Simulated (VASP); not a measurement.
**Nb: single point with PBE**

Crystal: Nb.

```
Nb
1.0
    -1.66395    1.66395    1.66395
     1.66395   -1.66395    1.66395
     1.66395    1.66395   -1.66395
Nb
1
Direct
  0.00000 0.00000 0.00000
```

```
Program                : VASP 6.6.1
Task                   : single point
Functional             : PBE
Potentials or basis    : VASP PAW PBE potentials, release 64 (Nb_sv)
Cutoff                 : 520 eV
k mesh                 : 20 × 20 × 20
Occupations            : gaussian, width 0.15 eV
Spin                   : no spin polarisation
Dipole correction      : no
Further INCAR settings : ALGO = Fast; EDIFF = 1e-07; NBANDS = 12
```

| Property | Result |
| --- | --- |
| Pressure | -3.0 GPa |

Levels at points of the mesh, in eV from the Fermi level:
```
           k point  band 2  band 3  band 4  band 5  band 6  band 7  band 8  band 9  band 10  band 11
(0.00, 0.00, 0.00)  -29.75  -29.75  -29.75   -5.91    0.36    0.36    0.36    3.20     3.20    14.14
(0.50, 0.00, 0.00)  -31.01  -30.15  -29.76   -3.64   -1.60    2.16    3.21    3.88     6.18    11.54
(0.50, 0.50, 0.50)  -30.62  -30.62  -30.62   -3.60   -3.60    5.44    5.44    5.44     8.87     8.87
```

Run time: 90 s on 1 thread of AMD EPYC 9R14 (Zen 4) (shared host), peak memory 0.15 GiB.
